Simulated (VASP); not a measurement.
Set up this calculation in VASP 6.6.1, as the native input.

| Property | Result |
| --- | --- |
| Task | single point |
| Functional | PBE |
| Potentials or basis | VASP PAW PBE potentials, release 64 (Na_pv, Hf_pv) |
| Cutoff | 520 eV |
| k mesh | 6 × 6 × 6 |
| Occupations | gaussian, width 0.1 eV |
| Spin | no spin polarisation |
| Dipole correction | no |
| Further INCAR settings | ALGO = Normal; EDIFF = 1e-06; NBANDS = 20 |

The structure of NaHf2 lies in POSCAR:

```
NaHf2
1.0
    5.3644943799      0.0000000000      0.0000000000
   -2.6822471899      4.6457884114      0.0000000000
    0.0000000000      0.0000000000      2.9055772108
Na Hf
1 2
Direct
    0.0000000000      0.0000000000      0.0000000000
    0.3333333333      0.6666666667      0.5000000000
    0.6666666667      0.3333333333      0.5000000000
```

These files were run (other wordings do the same):

INCAR

```
SYSTEM = NaHf2
ALGO = Normal
EDIFF = 1E-6
ENCUT = 520
GGA = PE
ISIF = 2
ISMEAR = 0
LASPH = .TRUE.
LCHARG = .FALSE.
LREAL = .FALSE.
LWAVE = .FALSE.
NBANDS = 20
NELM = 100
PREC = Accurate
SIGMA = 0.1
```

KPOINTS

```
k-points
0
G
  6 6 6
  0 0 0
```

Potentials or basis: VASP PAW PBE potentials, release 64 (Na_pv, Hf_pv).

Launch:

```bash
$ cat potpaw_PBE.64/Na_pv/POTCAR potpaw_PBE.64/Hf_pv/POTCAR > POTCAR
$ mpirun -np 1 vasp_std > vasp.out
```

It gave:

```
Pressure : -0.2 GPa
```

Caveat: the k points lie up to 0.36 Å⁻¹ apart.

It took 18 s on 1 thread of Intel(R) Xeon(R) Platinum 8488C (Sapphire Rapids) (shared host), peak memory 0.2 GiB.
